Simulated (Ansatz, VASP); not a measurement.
Given: the input of a run of VASP 6.6.1 on CoO.

File INCAR:

```
PREC = Accurate
ENCUT = 600
EDIFF = 1E-6
ISMEAR = -1
SIGMA = 0.05
LREAL = False
LASPH = True
NELM = 200
ALGO = Normal
ISIF = 2
LWAVE = False
LCHARG = False
ISPIN = 2
MAGMOM = 2 0
LORBIT = 11
LMAXMIX = 4
GGA = PS
NBANDS = 22
GGA_COMPAT = False
```

The input KPOINTS:

```
Automatic mesh
0
Gamma
  10 10 10
```

File POSCAR:

```
CoO
1.0
    1.6233040996      0.9372150589      2.6002441171
   -1.6233040996      0.9372150589      2.6002441171
    0.0000000000     -1.8744301178      2.6002441171
Co O
1 1
Direct
    0.9989783200      0.9989783200      0.9989783200
    0.7510210300      0.7510210300      0.7510210300
```

Potentials or basis: VASP PAW PBE potentials, release 64 (Co_sv, O).

The run is started by

```bash
$ cat potpaw_PBE.64/Co_sv/POTCAR potpaw_PBE.64/O/POTCAR > POTCAR
$ mpirun -np 1 vasp_std > vasp.out
```

Problem. Translate it to Ansatz 0.2.0. Potentials there: Ansatz PAW.

Solution. As run (the cutoff follows the program's own potentials):

File input.yaml:

```yaml
crystal:
  lattice:
    - [1.6233040996, 0.9372150589, 2.6002441171]
    - [-1.6233040996, 0.9372150589, 2.6002441171]
    - [0.0, -1.8744301178, 2.6002441171]
  atoms:
    - { symbol: Co, position: [0.99897832, 0.99897832, 0.99897832], spin: 2.0 }
    - { symbol: O, position: [0.75102103, 0.75102103, 0.75102103] }
hamiltonian:
  xc: pbesol
  pseudopotentials: { kind: paw }
magnetization:
  spin_polarized: true
kpoints:
  mp_grid: { grid: [10, 10, 10] }
scf:
  occupations: { method: fermi_dirac, width: 0.05 }
output:
  forces: true
  stress: true
  eigenvalues: true
```

Potentials or basis: Ansatz PAW.

Launch:

```sh
$ ansatz run input.yaml --threads 1 --pin off --max-ram 3584MiB --backend cpu --events-out ev --progress --plain --runs-dir out
```

Both were run:

|  | VASP | Ansatz | Ansatz less VASP |
| --- | --- | --- | --- |
| gap on the k mesh at the Fermi level (eV) | none | none | - |
| pressure (GPa) | -13.6 | -11.9 | +1.71 |
| traceless stress, the component that is largest in VASP (GPa) | 2.85 | 2.85 | -0.001 |
| rms of the force components (eV/Å) | 0.106 | 0.106 | 0.0000 |
| net moment per atom (μB) | 1.45 | 1.45 | +0.002 |
| size of the moment on the site where the two differ most (μB) | 2.42 | 2.32 | -0.104 |

VASP's potentials were made for PBE, not for PBEsol. Site moments also hang on the region over which each program counts them. Atom by atom the forces differ by 0.000 eV/Å (rms over components). A gap of «none» marks a metal or a gap that the smearing closes. The functional is the same, so the differences come from potentials, cutoffs and numerics.
